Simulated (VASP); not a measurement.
# In (I4/mmm) in VASP: a series of runs

In is run at these levels: PBEsol; tasks: single point.

All numbers are computed with VASP 6.6.1; they aren't measurements. Logs are shortened: lines on timing, memory, paths and dates and some standing lists are left out, and cuts for length are marked.

## (1) The cell of the first run

The structure is tetragonal, space group I4/mmm (No. 139). The conventional cell has a = 3.195 Å, b = 3.195 Å, c = 4.997 Å, α = 90.00°, β = 90.00°, γ = 90.00°. Within 4.2 Å of In (site symmetry 4/mmm) lie 12 In at 3.19 to 3.37 Å.

## (2) Single point, PBEsol

INCAR

```
PREC = Accurate
ENCUT = 520
EDIFF = 1E-6
ISMEAR = 0
SIGMA = 0.1
LREAL = F
LASPH = T
NELM = 100
ALGO = Fast
ISIF = 2
LWAVE = F
LCHARG = F
GGA = PS
NBANDS = 12
```

KPOINTS

```
regular mesh
0
Gamma
  18 18 18
```

POSCAR

```
In
1.0
   -1.5974426173      1.5974426173      2.4986734159
    1.5974426173     -1.5974426173      2.4986734159
    1.5974426173      1.5974426173     -2.4986734159
In
1
Direct
    0.0000000000      0.0000000000      0.0000000000
```

Potentials or basis: VASP PAW PBE potentials, release 64 (In_d).

Started as:

```bash
> cat potpaw_PBE.64/In_d/POTCAR > POTCAR
> mpirun -np 1 vasp_std > vasp.out
```

OUTCAR:

```text
PREC = Accurate
   ENCUT = 520
   EDIFF = 1E-6
   ISMEAR = 0
   LREAL = F
   LASPH = T
   NELM = 100
   ISIF = 2
   GGA = PS

 ion  position               nearest neighbor table
   1  0.000  0.000  0.000-

  LATTYP: Found a body centered tetragonal cell.
 ALAT       =     3.1948852346
 C/A-ratio  =     1.5641709998

  Lattice vectors:

 A1 = (  -1.5974426173,   1.5974426173,   2.4986734159)
 A2 = (   1.5974426173,  -1.5974426173,   2.4986734159)
 A3 = (   1.5974426173,   1.5974426173,  -2.4986734159)

Analysis of symmetry for initial positions (statically):
=====================================================================
 Subroutine PRICEL returns:
 Original cell was already a primitive cell.

 Routine SETGRP: Setting up the symmetry group for a
 body centered tetragonal supercell.

 Subroutine GETGRP returns: Found 16 space group operations
 (whereof 16 operations were pure point group operations)
 out of a pool of 16 trial point group operations.

The static configuration has the point symmetry D_4h.

Analysis of symmetry for dynamics (positions and initial velocities):
=====================================================================
 Subroutine PRICEL returns:
 Original cell was already a primitive cell.

 Routine SETGRP: Setting up the symmetry group for a
 body centered tetragonal supercell.

 Subroutine GETGRP returns: Found 16 space group operations
 (whereof 16 operations were pure point group operations)
 out of a pool of 16 trial point group operations.

The dynamic configuration has the point symmetry D_4h.

 Subroutine INISYM returns: Found 16 space group operations
 (whereof 16 operations are pure point group operations),
 and found     1 'primitive' translations

----------------------------------------------------------------------------------------

                                     Primitive cell

  volume of cell :      25.5047

  direct lattice vectors                    reciprocal lattice vectors
    -1.597442617  1.597442617  2.498673416     0.000000000  0.313000288  0.200106183
     1.597442617 -1.597442617  2.498673416     0.313000288  0.000000000  0.200106183
     1.597442617  1.597442617 -2.498673416     0.313000288  0.313000288  0.000000000

  length of vectors
     3.368533015  3.368533015  3.368533015     0.371499213  0.371499213  0.442649253

  position of ions in fractional coordinates (direct lattice)
     0.000000000  0.000000000  0.000000000

  ion indices of the primitive-cell ions
   primitive index   ion index
                 1           1

[... 77 lines left out ...]
   ISIF   =      2    stress and relaxation
   ISYM   =      2    0-nonsym 1-usesym 2-fastsym
   POTIM  = 0.5000    time-step for ionic-motion
   TEBEG  =    0.0;   TEEND  =   0.0 temperature during run
   PSTRESS=    0.0 pullay stress
   NELECT =      13.0000    total number of electrons
   NUPDOWN=      -1.0000    fix difference up-down
   EMIN   =  10.00;   EMAX   =-10.00  energy-range for DOS
   EFERMI =   0.00;   METHOD = LEGACY
   ISMEAR =     0;   SIGMA  =   0.10  broadening in eV -4-tet -1-fermi 0-gaus
   EFERMI_NEDOS =   21; number of points for ismear=-14 and -15
   IALGO  =     68    algorithm
   IMIX   =      4    mixing-type and parameters
     AMIX     =   0.40;   BMIX     =  1.00
     AMIX_MAG =   1.60;   BMIX_MAG =  1.00
  volume/ion in A,a.u.               =      25.50       172.11
  Fermi-wavevector in a.u.,A,eV,Ry     =   1.307724  2.471239 23.267879  1.710141
  Thomas-Fermi vector in A             =   2.438439
   LORBIT       =      0    0 simple, 1 ext, 2 COOP (PROOUT), +10 PAW based schemes
   GGA     = PS    functional components
   LHFCALC =     F    Hartree Fock is set to
   AEXX    =    0.0000 exact exchange contribution
   IVDW    =     0    specifies the selected vdW correction
   LEPSILON=     F    determine dielectric tensor
   LRPA    =     F    only Hartree local field effects (RPA)
 non-spin polarized calculation
 RMM-DIIS sequential band-by-band and
 Gauss-broadening in eV      SIGMA  =   0.10
  energy-cutoff  :      520.00
  volume of cell :       25.50
 maximum number of plane-waves:       700
 NGX is ok and might be reduce to    28

 number of electron      13.0000002 magnetization

 Free energy of the ion-electron system (eV)
  ---------------------------------------------------
  ext. energy  EPLUGINS =         0.00000000
  ---------------------------------------------------
  free energy    TOTEN  =        -2.98549112 eV

  energy without entropy =       -2.98360081  energy(sigma->0) =       -2.98454596

 E-fermi :   7.6441     XC(G=0): -10.5272

 val. band max:        7.6266692537   @ k =   0.3333   0.3333   0.0000
 cond. band min:       7.6719466675   @ k =   0.2778   0.2778   0.1111
 fundamental gap:      0.0452774138
 Fermi energy:         7.6441152208

 k-point     1 :       0.0000    0.0000    0.0000
  band No.  band energies     occupation
      1      -7.0381      2.00000
      2      -6.8774      2.00000
      3      -6.8774      2.00000
      4      -6.8286      2.00000
      5      -6.6735      2.00000
      6      -2.0981      2.00000
      7      18.3949      0.00000
      8      18.3949      0.00000
      9      18.6176      0.00000
     10      19.3384      0.00000
     11      21.8576      0.00000
     12      22.0033      0.00000
[... 331 lines left out ...]
 k-point    24 :      -0.2222    0.0556   -0.0000
  band No.  band energies     occupation
      1      -6.9699      2.00000
      2      -6.9179      2.00000
      3      -6.8307      2.00000
      4      -6.7635      2.00000
      5      -6.7009      2.00000
      6      -1.0689      2.00000
      7      12.4016      0.00000
      8      16.0966      0.00000
      9      17.4774      0.00000
     10      19.7056      0.00000
     11      20.9727      0.00000
     12      22.0116      0.00000

 [... further k-points ...]
[... 5 lines left out ...]
  --------------------------------------------------------------------------------------
  -------------------------------------------------------------------------------------
  Total       -0.0006806     -0.0006806      0.0000569      0.0000000      0.0000000      0.0000000
  in kB       -0.0427540     -0.0427540      0.0035756      0.0000000      0.0000000      0.0000000
  external PRESSURE =      -0.0273108 kB  Pullay stress =       0.0000000 kB

 VOLUME and BASIS-vectors are now :
 -----------------------------------------------------------------------------
  energy-cutoff  :      520.00
  volume of cell :       25.50
      direct lattice vectors                 reciprocal lattice vectors
    -1.597442617  1.597442617  2.498673416     0.000000000  0.313000288  0.200106183
     1.597442617 -1.597442617  2.498673416     0.313000288  0.000000000  0.200106183
     1.597442617  1.597442617 -2.498673416     0.313000288  0.313000288  0.000000000

 POSITION                                       TOTAL-FORCE (eV/Angst)
 -----------------------------------------------------------------------------------
      0.00000      0.00000      0.00000         0.000000      0.000000      0.000000
 -----------------------------------------------------------------------------------
    total drift:                                0.000000     -0.000000     -0.000000

  FREE ENERGIE OF THE ION-ELECTRON SYSTEM (eV)
  ---------------------------------------------------
  free  energy   TOTEN  =        -2.9854911151 eV

  energy  without entropy=       -2.9836008137  energy(sigma->0) =       -2.98454596
```

OSZICAR:

```text
N       E                     dE             d eps       ncg     rms          rms(c)
DAV:   1     0.782419907124E+02    0.78242E+02   -0.62606E+03 11660   0.139E+03
DAV:   2     0.652847652138E+00   -0.77589E+02   -0.75608E+02 12036   0.291E+02
DAV:   3    -0.294680424944E+01   -0.35997E+01   -0.35893E+01 13888   0.639E+01
DAV:   4    -0.302734353825E+01   -0.80539E-01   -0.80518E-01 14320   0.944E+00
DAV:   5    -0.303120227998E+01   -0.38587E-02   -0.38586E-02 16244   0.184E+00    0.241E+00
RMM:   6    -0.299303820210E+01    0.38164E-01   -0.48567E-02 14171   0.350E+00    0.124E+00
RMM:   7    -0.298592031203E+01    0.71179E-02   -0.16721E-02 13673   0.168E+00    0.302E-01
RMM:   8    -0.298542838904E+01    0.49192E-03   -0.20750E-03 16771   0.659E-01    0.814E-02
RMM:   9    -0.298548263020E+01   -0.54241E-04   -0.61083E-04 17913   0.244E-01    0.433E-02
RMM:  10    -0.298548547650E+01   -0.28463E-05   -0.14416E-04 15826   0.209E-01    0.738E-03
RMM:  11    -0.298548988425E+01   -0.44078E-05   -0.66317E-05 18256   0.899E-02    0.139E-02
RMM:  12    -0.298549049749E+01   -0.61324E-06   -0.18977E-05 16197   0.557E-02    0.217E-03
RMM:  13    -0.298549111506E+01   -0.61757E-06   -0.41239E-06  9521   0.207E-02
   1 F= -.29854911E+01 E0= -.29845460E+01  d E =-.189030E-02
```

stdout:

```text
POSCAR found type information on POSCAR In
 POSCAR found :  1 types and       1 ions
 scaLAPACK will be used
 -----------------------------------------------------------------------------
|                                                                             |
|                                                                             |
|     You enforced a specific xc type in the INCAR file but a different       |
|     I HOPE YOU KNOW WHAT YOU ARE DOING!                                     |
|                                                                             |
 -----------------------------------------------------------------------------

 LDA part: xc-table for (Slater+PW92), standard interpolation
 POSCAR, INCAR and KPOINTS ok, starting setup
 FFT: planning ... GRIDC
 FFT: planning ... GRID_SOFT
 FFT: planning ... GRID
 WAVECAR not read
 entering main loop
WARNING in EDDRMM: call to ZHEGV failed, returncode =   6  3     10
WARNING in EDDRMM: call to ZHEGV failed, returncode =   6  3     12
WARNING in EDDRMM: call to ZHEGV failed, returncode =   8  4     12
WARNING in EDDRMM: call to ZHEGV failed, returncode =   6  3     10
WARNING in EDDRMM: call to ZHEGV failed, returncode =   6  3     11
WARNING in EDDRMM: call to ZHEGV failed, returncode =   6  3     11
```

Run time: 2.4 min. Hardware: 1 thread of Intel Xeon Platinum 8259CL at 2.50GHz (Skylake/Cascade Lake), shared host; peak memory 0.26 GiB.

Results:

| Item | Value |
| --- | --- |
| Free energy | -2.9855 eV |
| Pressure | 0.0 GPa |

Levels at points of the mesh, in eV from the Fermi level:
```csv
k point,band 4,band 5,band 6,band 7,band 8,band 9
"(0.00, 0.00, 0.00)",-14.47,-14.32,-9.74,10.75,10.75,10.97
"(0.50, 0.00, 0.00)",-14.25,-14.20,-4.32,-3.49,7.29,9.63
"(0.50, 0.50, 0.00)",-14.24,-14.11,-1.94,-1.43,3.38,3.97
"(0.50, 0.50, 0.50)",-14.20,-14.20,-3.23,-2.93,5.06,5.06
```

Caveat: the PAW data sets were made with another functional, which shifts forces and pressure a little; spin-orbit coupling is left out, which moves the levels of the heavy elements.

## (3) Single point, PBEsol

This run uses another cell than the first one, of the same volume but with other edges.

INCAR

```
PREC = Accurate
ENCUT = 520
EDIFF = 1E-6
ISMEAR = 0
SIGMA = 0.1
LREAL = False
LASPH = True
NELM = 60
ALGO = Fast
ISIF = 2
LWAVE = False
LCHARG = False
GGA = PS
ISYM = 0
NBANDS = 12
```

KPOINTS

```
regular mesh
0
Gamma
  12 12 13
```

POSCAR

```
In
1.0
    3.1948852347      0.0000000000      0.0000000000
   -1.5974426173      2.9656688545      0.0000000000
    0.0000000000      1.7209088680      2.6917957446
In
1
Direct
    0.0000000000      0.0000000000      0.0000000000
```

Potentials or basis: VASP PAW PBE potentials, release 64 (In_d).

Started as:

```bash
> cat potpaw_PBE.64/In_d/POTCAR > POTCAR
> mpirun -np 1 vasp_std > vasp.out
```

Wall time 1.8 min (1 thread of Intel Xeon 6975P-C (Granite Rapids), shared host); peak memory 0.37 GiB.

The run converged. Its results:

* Free energy: -2.9873 eV
* Pressure: 0.1 GPa

Stress tensor (GPa, compression positive):
```
-0.03  0.00  0.00
 0.00  0.07 -0.21
 0.00 -0.21  0.12
```

Levels at points of the mesh, in eV from the Fermi level:
| k point | band 2 | band 3 | band 4 | band 5 | band 6 | band 7 | band 8 | band 9 | band 10 | band 11 |
| --- | --- | --- | --- | --- | --- | --- | --- | --- | --- | --- |
| (0.00, 0.00, 0.00) | -14.56 | -14.56 | -14.51 | -14.35 | -9.78 | 10.72 | 10.72 | 10.94 | 11.66 | 14.17 |
| (0.50, 0.00, 0.00) | -14.67 | -14.54 | -14.28 | -14.23 | -4.35 | -3.53 | 7.25 | 9.59 | 11.13 | 11.32 |
| (0.00, 0.50, 0.00) | -14.75 | -14.25 | -14.23 | -14.23 | -3.27 | -2.97 | 5.02 | 5.02 | 8.52 | 8.62 |
| (0.50, 0.50, 0.00) | -14.67 | -14.54 | -14.28 | -14.23 | -4.35 | -3.53 | 7.25 | 9.59 | 11.13 | 11.32 |

Caveat: the PAW data sets were made with another functional, which shifts forces and pressure a little; spin-orbit coupling is left out, which moves the levels of the heavy elements.

## (4) Single point, PBEsol

This run uses another cell than the first one, of the same volume but with other edges.

INCAR: that of step 3 with these lines changed.

```diff
@@ -11,4 +11,6 @@
 LWAVE = False
-LCHARG = False
+LCHARG = True
 GGA = PS
+LELF = True
+LVHAR = True
 ISYM = 0
```

KPOINTS

```
Automatic mesh
0
Gamma
  11 7 21
```

POSCAR

```
In
1.0
    3.1948852347      0.0000000000      0.0000000000
    0.0000000000      4.9973468317      0.0000000000
    1.5974426173      2.4986734159      1.5974426173
In
1
Direct
    0.0000000000      0.0000000000      0.0000000000
```

Started as:

```bash
> cat potpaw_PBE.64/In_d/POTCAR > POTCAR
> mpirun -np 1 vasp_std > vasp.out
```

It took 6.1 min on 1 thread of Intel Xeon Platinum 8259CL at 2.50GHz (Skylake/Cascade Lake), shared host; peak memory 0.37 GiB.

The run converged. Its results:

| Item | Value |
| --- | --- |
| Free energy | -2.9855 eV |
| Pressure | 0.2 GPa |

Stress tensor (GPa, compression positive):
```
 0.56  0.00 -0.04
 0.00  0.47  0.00
-0.04  0.00 -0.57
```

Levels at points of the mesh, in eV from the Fermi level:
```csv
k point,band 3,band 4,band 5,band 6,band 7,band 8,band 9,band 10
"(0.00, 0.00, 0.00)",-14.52,-14.47,-14.32,-9.75,10.74,10.74,10.97,11.69
```

Caveat: the PAW data sets were made with another functional, which shifts forces and pressure a little; spin-orbit coupling is left out, which moves the levels of the heavy elements.

## (5) Summary

```tsv
cell	k mesh	gap on the mesh (eV)	pressure (GPa)
a = 3.369 Å, angles 123.4, 123.4, 84.2°, 1 atom	18 × 18 × 18	none	0.0
a = 3.195, b = 3.369 Å, angles 61.7, 90.0, 118.3°, 1 atom	12 × 12 × 13	none	0.1
a = 3.195, b = 4.997, c = 3.369 Å, angles 42.1, 61.7, 90.0°, 1 atom	11 × 7 × 21	none	0.2
```

Alike in all rows: task single point; level PBEsol; potentials or basis VASP PAW PBE potentials, release 64 (In_d); no spin polarisation; cutoff (eV) 520; smearing gaussian 0.1 eV.

Caveats: the PAW data sets were made with another functional, which shifts forces and pressure a little; spin-orbit coupling is left out, which moves the levels of the heavy elements.

Absolute energies hang on the potentials; compare differences alone.
